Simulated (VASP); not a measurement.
WC: single point with PBEsol

WC:

```
W C
1.0
    -2.95304   -5.11481    0.00000
     4.42956   -2.55741    0.00000
     0.00000    0.00000    5.77344
W C
8 8
Direct
  0.77752 0.53129 0.01729
  0.70400 0.52862 0.50204
  0.52402 0.03001 0.05078
  0.49984 0.01303 0.48113
  0.27400 0.51778 0.99655
  0.26301 0.54694 0.49362
  0.98495 0.06397 0.99115
  0.00752 0.04249 0.48228
  0.50095 0.69439 0.25181
  0.50182 0.69395 0.74839
  0.25685 0.20187 0.25711
  0.21676 0.23142 0.70892
  0.97909 0.67507 0.29411
  0.97777 0.69128 0.75690
  0.74400 0.19750 0.27351
  0.75504 0.22988 0.77036
```

```
Program                : VASP 6.6.1
Task                   : single point
Functional             : PBEsol
Potentials or basis    : VASP PAW PBE potentials, release 64 (W_sv, C)
Cutoff                 : 520 eV
k mesh                 : 3 × 3 × 3
Occupations            : fermi-dirac, width 0.24 eV
Spin                   : no spin polarisation
Dipole correction      : no
Further INCAR settings : LREAL = Auto; ALGO = Normal; EDIFF = 1e-07; NBANDS = 86
```

```
Pressure               : -1.5 GPa
Largest force          : 8.810 eV/Å
Band gap on the k mesh : zero (bands 72 and 73 overlap by 0.17 eV)
```

Forces in eV/Å, atoms in the order of the input:
```
W    2.940  1.856 -1.203
W   -4.353 -6.351  2.235
W    1.144  2.127 -8.472
W    2.989 -0.666  6.439
W    2.150  1.612 -0.672
W    0.900  4.552  1.307
W   -4.009 -1.113  0.379
W   -0.305  2.413  2.923
C   -0.473  0.494 -1.049
C    1.414 -0.005  1.640
C    0.401  0.389 -1.169
C   -1.962 -0.838  2.745
C    0.275 -1.957 -2.282
C    0.507 -2.492 -0.394
C   -0.426 -1.757 -1.035
C   -1.191  1.737 -1.393
```

Stress tensor (GPa, compression positive):
```
-1.29  1.85 -2.47
 1.85 -1.23 -0.85
-2.47 -0.85 -2.07
```

Levels at points of the mesh, in eV from the Fermi level:
```csv
k point,band 70,band 71,band 72,band 73,band 74,band 75
"(0.00, 0.00, 0.00)",-0.46,-0.20,0.01,0.17,0.73,1.04
```

It took 5.6 min on 1 thread of AMD EPYC 9R45 96-Core Processor (Zen 5), with other jobs on the host, peak memory 0.33 GiB.

Caveat: the k points lie up to 0.41 Å⁻¹ apart; the PAW data sets were made with another functional, which shifts forces and pressure a little; spin-orbit coupling is left out, which moves the levels of the heavy elements.
